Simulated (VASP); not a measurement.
**Au: single point with PBE**

Crystal: Au.

```
CELL_PARAMETERS angstrom
0.00000 2.05810 2.05810
2.05810 0.00000 2.05810
2.05810 2.05810 0.00000
ATOMIC_POSITIONS crystal
Au 0.00000 0.00000 0.00000
```

| Quantity | Value |
| --- | --- |
| Program | VASP 6.6.1 |
| Task | single point |
| Functional | PBE |
| Potentials or basis | VASP PAW PBE potentials, release 64 (Au) |
| Cutoff | 520 eV |
| k mesh | 24 × 24 × 24 |
| Occupations | gaussian, width 0.1 eV |
| Spin | no spin polarisation |
| Dipole correction | no |
| Further INCAR settings | ALGO = Normal; EDIFF = 1e-07; NBANDS = 12 |

The pressure is 4.4 GPa. The band gap on the k mesh is zero (an odd number of electrons rules out a gap without spin polarisation).

Levels at points of the mesh, in eV from the Fermi level:
| k point | band 4 | band 5 | band 6 | band 7 | band 8 | band 9 |
| --- | --- | --- | --- | --- | --- | --- |
| (0.00, 0.00, 0.00) | -4.57 | -3.11 | -3.11 | 14.56 | 18.42 | 18.42 |
| (0.50, 0.00, 0.00) | -1.96 | -1.96 | -0.85 | 2.95 | 14.00 | 16.96 |
| (0.50, 0.50, 0.00) | -1.65 | -1.65 | 1.09 | 5.59 | 9.95 | 9.95 |

Run time: 60 s on 1 thread of Intel Xeon 8259CL (shared host), peak memory 0.21 GiB.

Caveat: the cell stands under pressure; spin-orbit coupling is left out, which moves the levels of the heavy elements.
